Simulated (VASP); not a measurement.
# Pr4Hg (I4/mmm) in VASP: relaxation of cell and atoms with PBE

Aim: the relaxation of cell and atoms of Pr4Hg with PBE.

All numbers are computed with VASP 6.6.1; they aren't measurements. Logs are shortened: lines on timing, memory, paths and dates and some standing lists are left out, and cuts for length are marked.

## 1. The cell of the first run

It takes space group I4/mmm (No. 139, tetragonal). The conventional cell has a = 7.121 Å, b = 7.121 Å, c = 5.857 Å, α = 90.00°, β = 90.00°, γ = 90.00°. Pr (site symmetry m2m) has 1 Hg at 2.13 Å and 3 Pr at 2.86 to 3.01 Å within 3.1 Å. Within 2.8 Å of Hg (site symmetry 4/mmm) lie 4 Pr at 2.13 Å.

The cell was generated, and may not be a known phase.

## 2. Relaxation of cell and atoms, PBE

The input, INCAR:

```
PREC = Accurate ; ENCUT = 500
EDIFF = 1E-7 ; ISMEAR = 0
SIGMA = 0.2 ; LREAL = F
LASPH = T ; NELM = 200
ALGO = Normal ; ISIF = 3
LWAVE = F ; LCHARG = F
GGA = PE ; IBRION = 2
NSW = 36 ; EDIFFG = -0.08
GGA_COMPAT = F ; NELMIN = 4
LMAXMIX = 6
```

The input, KPOINTS:

```
regular mesh
0
Gamma
  4 4 4
```

The input, POSCAR:

```
Pr4Hg
1.0
   -3.5603195100      3.5603195100      2.9285746200
    3.5603195100     -3.5603195100      2.9285746200
    3.5603195100      3.5603195100     -2.9285746200
Pr Hg
4 1
Direct
    0.0000000000      0.2990621800      0.2990621800
    0.0000000000      0.7009378200      0.7009378200
    0.2990621800      0.0000000000      0.2990621800
    0.7009378200      0.0000000000      0.7009378200
    0.0000000000      0.0000000000      0.0000000000
```

Potentials or basis: VASP PAW PBE potentials, release 64 (Pr_3, Hg), 4f in core.

Started as:

```console
> cat potpaw_PBE.64/Pr_3/POTCAR potpaw_PBE.64/Hg/POTCAR > POTCAR
> mpirun -np 1 vasp_std > vasp.out
```

OUTCAR:

```text
PREC = Accurate
   ENCUT = 500
   EDIFF = 1E-7
   ISMEAR = 0
   LREAL = F
   LASPH = T
   NELM = 200
   ISIF = 3
   GGA = PE
   IBRION = 2
   NSW = 36
   EDIFFG = -0.08
   NELMIN = 4

 ion  position               nearest neighbor table
   1  0.000  0.299  0.299-   5 2.13   2 2.86   3 3.01   4 3.01   4 3.56   4 3.56   3 3.56   3 3.56

   2  0.000  0.701  0.701-   5 2.13   1 2.86   4 3.01   3 3.01   4 3.56   3 3.56   4 3.56   3 3.56

   3  0.299  0.000  0.299-   5 2.13   4 2.86   1 3.01   2 3.01   1 3.56   2 3.56   2 3.56   1 3.56

   4  0.701  0.000  0.701-   5 2.13   3 2.86   1 3.01   2 3.01   1 3.56   2 3.56   2 3.56   1 3.56

   5  0.000  0.000  0.000-   1 2.13   2 2.13   3 2.13   4 2.13

  LATTYP: Found a body centered tetragonal cell.
 ALAT       =     7.1206390200
 C/A-ratio  =     0.8225594955

  Lattice vectors:

 A1 = (  -3.5603195100,   3.5603195100,   2.9285746200)
 A2 = (   3.5603195100,  -3.5603195100,   2.9285746200)
 A3 = (   3.5603195100,   3.5603195100,  -2.9285746200)

Analysis of symmetry for initial positions (statically):
=====================================================================
 Subroutine PRICEL returns:
 Original cell was already a primitive cell.

 Routine SETGRP: Setting up the symmetry group for a
 body centered tetragonal supercell.

 Subroutine GETGRP returns: Found 16 space group operations
 (whereof 16 operations were pure point group operations)
 out of a pool of 16 trial point group operations.

The static configuration has the point symmetry D_4h.

Analysis of symmetry for dynamics (positions and initial velocities):
=====================================================================
 Subroutine PRICEL returns:
 Original cell was already a primitive cell.

 Routine SETGRP: Setting up the symmetry group for a
 body centered tetragonal supercell.

 Subroutine GETGRP returns: Found 16 space group operations
 (whereof 16 operations were pure point group operations)
 out of a pool of 16 trial point group operations.

The dynamic configuration has the point symmetry D_4h.

 Subroutine INISYM returns: Found 16 space group operations
 (whereof 16 operations are pure point group operations),
 and found     1 'primitive' translations

----------------------------------------------------------------------------------------

                                     Primitive cell

  volume of cell :     148.4890

  direct lattice vectors                    reciprocal lattice vectors
    -3.560319510  3.560319510  2.928574620     0.000000000  0.140436834  0.170731521
     3.560319510 -3.560319510  2.928574620     0.140436834  0.000000000  0.170731521
     3.560319510  3.560319510 -2.928574620     0.140436834  0.140436834  0.000000000

  length of vectors
     5.824800368  5.824800368  5.824800368     0.221069574  0.221069574  0.198607675

  position of ions in fractional coordinates (direct lattice)
     0.000000000  0.299062180  0.299062180
     0.000000000  0.700937820  0.700937820
     0.299062180  0.000000000  0.299062180
     0.700937820  0.000000000  0.700937820
     0.000000000  0.000000000  0.000000000

  ion indices of the primitive-cell ions
   primitive index   ion index
                 1           1
                 2           2
                 3           3
                 4           4
                 5           5

----------------------------------------------------------------------------------------

 KPOINTS: regular mesh

Automatic generation of k-mesh.
 Grid dimensions read from file:
 generate k-points for:    4    4    4

 Generating k-lattice:

  Cartesian coordinates                     Fractional coordinates (reciprocal lattice)
     0.000000000  0.035109208  0.042682880     0.250000000  0.000000000 -0.000000000
     0.035109208  0.000000000  0.042682880     0.000000000  0.250000000 -0.000000000
     0.035109208  0.035109208  0.000000000     0.000000000  0.000000000  0.250000000

  Length of vectors
     0.055267394  0.055267394  0.049651919

  Shift w.r.t. Gamma in fractional coordinates (k-lattice)
     0.000000000  0.000000000  0.000000000

 Subroutine IBZKPT returns following result:
 ===========================================

 Found     13 irreducible k-points:

 Following reciprocal coordinates:
            Coordinates               Weight
  0.000000  0.000000  0.000000      1.000000
  0.250000  0.000000  0.000000      8.000000
  0.500000  0.000000  0.000000      4.000000
  0.250000  0.250000  0.000000      8.000000
  0.500000  0.250000  0.000000     16.000000
 -0.250000  0.250000  0.000000      4.000000
  0.500000  0.500000  0.000000      2.000000
  0.250000  0.250000  0.250000      2.000000
 -0.250000  0.250000  0.250000      4.000000
  0.500000  0.500000  0.250000      4.000000
 -0.250000  0.500000  0.250000      8.000000
 -0.250000 -0.250000  0.250000      2.000000
  0.500000  0.500000  0.500000      1.000000
   k-points           NKPTS =     13   k-points in BZ     NKDIM =     13   number of bands    NBANDS=     33
   number of dos      NEDOS =    301   number of ions     NIONS =      5
   total plane-waves  NPLWV =  74088
   dimension x,y,z NGX =    42 NGY =   42 NGZ =   42
   dimension x,y,z NGXF=    84 NGYF=   84 NGZF=   84
   ions per type =               4   1
   NGX,Y,Z   is equivalent  to a cutoff of  11.99, 11.99, 11.99 a.u.
   NGXF,Y,Z  is equivalent  to a cutoff of  23.97, 23.97, 23.97 a.u.
 SYSTEM =  unknown system
   PREC   = accura    normal or accurate (medium, high low for compatibility)
   ISTART =      0    job   : 0-new  1-cont  2-samecut
   ICHARG =      2    charge: 1-file 2-atom 10-const
   ISPIN  =      1    spin polarized calculation?
   LNONCOLLINEAR =      F non collinear calculations
   LSORBIT =      F    spin-orbit coupling
   LASPH  =      T    aspherical Exc in radial PAW
   ENCUT  =  500.0 eV  36.75 Ry    6.06 a.u.  10.62 10.62 10.62*2*pi/ulx,y,z
   NELM   =    200;   NELMIN=  4; NELMDL= -5     # of ELM steps
   EDIFF  = 0.1E-06   stopping-criterion for ELM
   LREAL  =      F    real-space projection
   EDIFFG = -.8E-01   stopping-criterion for IOM
   NSW    =     36    number of steps for IOM
   IBRION =      2    ionic relax: 0-MD 1-quasi-New 2-CG
   NFREE  =      1    steps in history (QN), initial steepest desc. (CG)
   ISIF   =      3    stress and relaxation
   ISYM   =      2    0-nonsym 1-usesym 2-fastsym
   POTIM  = 0.5000    time-step for ionic-motion
   TEBEG  =    0.0;   TEEND  =   0.0 temperature during run
   PSTRESS=    0.0 pullay stress
   NELECT =      56.0000    total number of electrons
   NUPDOWN=      -1.0000    fix difference up-down
   EMIN   =  10.00;   EMAX   =-10.00  energy-range for DOS
   EFERMI =   0.00;   METHOD = LEGACY
   ISMEAR =     0;   SIGMA  =   0.20  broadening in eV -4-tet -1-fermi 0-gaus
   EFERMI_NEDOS =   21; number of points for ismear=-14 and -15
   IALGO  =     38    algorithm
   IMIX   =      4    mixing-type and parameters
     AMIX     =   0.40;   BMIX     =  1.00
     AMIX_MAG =   1.60;   BMIX_MAG =  1.00
  volume/ion in A,a.u.               =      29.70       200.41
  Fermi-wavevector in a.u.,A,eV,Ry     =   1.182786  2.235141 19.034308  1.398982
  Thomas-Fermi vector in A             =   2.319033
   LORBIT       =      0    0 simple, 1 ext, 2 COOP (PROOUT), +10 PAW based schemes
   GGA     = PE    functional components
   LHFCALC =     F    Hartree Fock is set to
   AEXX    =    0.0000 exact exchange contribution
   IVDW    =     0    specifies the selected vdW correction
   LEPSILON=     F    determine dielectric tensor
   LRPA    =     F    only Hartree local field effects (RPA)
 conjugate gradient relaxation of ions
 non-spin polarized calculation
 Gauss-broadening in eV      SIGMA  =   0.20
  energy-cutoff  :      500.00
  volume of cell :      148.49
 maximum number of plane-waves:      3802
   NGX = 21   NGY = 21   NGZ = 21

--------------------------------------- Ionic step        1  -------------------------------------------

 number of electron      56.0000000 magnetization

 Free energy of the ion-electron system (eV)
  ---------------------------------------------------
  ext. energy  EPLUGINS =         0.00000000
  ---------------------------------------------------
  free energy    TOTEN  =         8.77392402 eV

  energy without entropy =        8.90002569  energy(sigma->0) =        8.83697485

 E-fermi :   3.8741     XC(G=0):  -9.8689

 val. band max:        3.8310202386   @ k =   0.2500   0.2500   0.0000
 cond. band min:       3.9178324504   @ k =   0.2500   0.2500   0.2500
 fundamental gap:      0.0868122118
 Fermi energy:         3.8740898762

 k-point     1 :       0.0000    0.0000    0.0000
  band No.  band energies     occupation
      1     -33.2417      2.00000
      2     -32.6559      2.00000
      3     -32.4026      2.00000
      4     -32.4026      2.00000
      5     -18.5095      2.00000
      6     -17.7855      2.00000
[... 567 lines left out ...]
  FREE ENERGIE OF THE ION-ELECTRON SYSTEM (eV)
  ---------------------------------------------------
  free  energy   TOTEN  =        22.4967412109 eV

  energy  without entropy=       22.7824224557  energy(sigma->0) =       22.63958183

 E-fermi :  -0.3759     XC(G=0):  -5.4053

 val. band max:       -0.3853829923   @ k =   0.5000   0.5000   0.2500
 cond. band min:      -0.3567396664   @ k =   0.2500   0.2500   0.0000
 fundamental gap:      0.0286433258
 Fermi energy:        -0.3759122676

 k-point     1 :       0.0000    0.0000    0.0000
  band No.  band energies     occupation
      1     -37.9421      2.00000
      2     -37.6299      2.00000
      3     -35.2843      2.00000
      4     -35.2843      2.00000
      5     -21.9604      2.00000
      6     -21.8655      2.00000
[... 457 lines left out ...]
     32       0.6184      0.00000
     33       0.6184      0.00000

[... ionic steps 4 to 31 ...]

--------------------------------------- Ionic step       32  -------------------------------------------

 number of electron      55.9999986 magnetization

------------------------ aborting loop because EDIFF is reached ----------------------------------------

  FORCE on cell =-STRESS in cart. coord.  units (eV):
  Direction    XX          YY          ZZ          XY          YZ          ZX
  --------------------------------------------------------------------------------------
  -------------------------------------------------------------------------------------
  Total        1.7641361      1.7641361      0.5202691      0.0000000      0.0000000      0.0000000
  in kB       15.4760583     15.4760583      4.5641125      0.0000000      0.0000000      0.0000000
  external PRESSURE =      11.8387430 kB  Pullay stress =       0.0000000 kB
[... 63 lines left out ...]
  energy  without entropy=      -17.3433965404  energy(sigma->0) =      -17.40814923

--------------------------------------- Ionic step       34  -------------------------------------------

 number of electron      56.0000002 magnetization

 Free energy of the ion-electron system (eV)
  ---------------------------------------------------
  ext. energy  EPLUGINS =         0.00000000
  ---------------------------------------------------
  free energy    TOTEN  =       -17.48155131 eV

  energy without entropy =      -17.35190843  energy(sigma->0) =      -17.41672987

 E-fermi :   2.7155     XC(G=0):  -9.1681

 val. band max:        2.7022115787   @ k =   0.2500   0.0000   0.0000
 cond. band min:       2.7185271143   @ k =  -0.2500   0.2500   0.0000
 fundamental gap:      0.0163155357
 Fermi energy:         2.7154929244

 k-point     1 :       0.0000    0.0000    0.0000
  band No.  band energies     occupation
      1     -33.9198      2.00000
      2     -33.8547      2.00000
      3     -33.8547      2.00000
      4     -33.7937      2.00000
      5     -16.2406      2.00000
      6     -16.2039      2.00000
[... 489 lines left out ...]
  FREE ENERGIE OF THE ION-ELECTRON SYSTEM (eV)
  ---------------------------------------------------
  free  energy   TOTEN  =       -17.4815513125 eV

  energy  without entropy=      -17.3519084335  energy(sigma->0) =      -17.41672987

 reached required accuracy - stopping structural energy minimisation
```

It took 21 min on 1 thread of AMD EPYC 9R45 (Zen 5), shared host; peak memory 0.27 GiB.

Results:

| Quantity | Value |
| --- | --- |
| Free energy | -17.4816 eV |
| Relaxed volume | 37.78 Å³/atom |
| Relaxed cell | a = 7.750 Å, b = 7.750 Å, c = 7.750 Å, α = 92.59°, β = 92.59°, γ = 155.46° |
| Space group after relaxing (to 0.1 Å) | I4/mmm (No. 139) |
| Pressure after relaxing | 0.0 GPa |
| Largest force after relaxing | 0.004 eV/Å |
| Band gap on the k mesh | zero (bands 28 and 29 overlap by 0.71 eV) |

Forces in eV/Å, atoms in the order of the input:
```
Pr   0.004  0.000  0.000
Pr  -0.004  0.000  0.000
Pr   0.000  0.004  0.000
Pr   0.000 -0.004  0.000
Hg   0.000  0.000  0.000
```

Final structure:
```cif
data_structure
_symmetry_space_group_name_H-M 'P 1'
_symmetry_Int_Tables_number 1
_cell_length_a 7.7499
_cell_length_b 7.7499
_cell_length_c 7.7499
_cell_angle_alpha 92.589
_cell_angle_beta 92.589
_cell_angle_gamma 155.457
_cell_volume 188.92
loop_
_atom_site_label
_atom_site_type_symbol
_atom_site_fract_x
_atom_site_fract_y
_atom_site_fract_z
_atom_site_occupancy
Pr1 Pr 0.00000 0.28774 0.28774 1
Pr2 Pr 0.00000 0.71226 0.71226 1
Pr3 Pr 0.28774 0.00000 0.28774 1
Pr4 Pr 0.71226 0.00000 0.71226 1
Hg1 Hg 0.00000 0.00000 0.00000 1
```

Caveat: the volume moved by over 15 % at a fixed basis, so the end points are rough; spin-orbit coupling is left out, which moves the levels of the heavy elements; the 4f electrons are frozen in the core, so they carry no moment and show no levels. Spin polarisation is off, so any magnetic state and its effect on volume and gap are missing.
